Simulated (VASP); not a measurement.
Write the native input for VASP 6.6.1 that does the following.

* Task: single point
* Functional: LDA
* Potentials or basis: VASP PAW LDA potentials, release 64 (K_sv, Cl)
* Cutoff: 520 eV
* k mesh: 6 × 6 × 6
* Occupations: fermi-dirac, width 0.02 eV
* Spin: no spin polarisation
* Dipole correction: no
* Further INCAR settings: ALGO = Normal; EDIFF = 1e-07; NBANDS = 15

The structure of KCl lies in POSCAR:

```
KCl
1.0
    0.0000000000      3.3928170657      3.3928170657
    3.3928170657      0.0000000000      3.3928170657
    3.3928170657      3.3928170657      0.0000000000
K Cl
1 1
Direct
    0.0000000000      0.0000000000      0.0000000000
    0.2500000000      0.2500000000      0.2500000000
```

These files were run (other wordings do the same):

INCAR

```
SYSTEM = KCl
PREC = Accurate
ENCUT = 520
EDIFF = 1E-7
ISMEAR = -1
SIGMA = 0.02
LREAL = .FALSE.
LASPH = .TRUE.
NELM = 60
ALGO = Normal
ISIF = 2
LWAVE = .FALSE.
LCHARG = .FALSE.
GGA = CA
NBANDS = 15
```

KPOINTS

```
regular mesh
0
G
  6 6 6
  0 0 0
```

Potentials or basis: VASP PAW LDA potentials, release 64 (K_sv, Cl).

Run with:

```console
$ cat potpaw_LDA.64/K_sv/POTCAR potpaw_LDA.64/Cl/POTCAR > POTCAR
$ mpirun -np 1 vasp_std > vasp.out
```

Results of the run:

* Pressure: 0.0 GPa
* Band gap on the k mesh: 4.63 eV (least direct gap 4.71 eV)

Caveat: the structure was generated, so it needn't be the stable form of KCl.

Run time: 6.6 s on 1 thread of Intel(R) Xeon(R) 6975P-C (Granite Rapids), with other jobs on the host, peak memory 0.17 GiB.
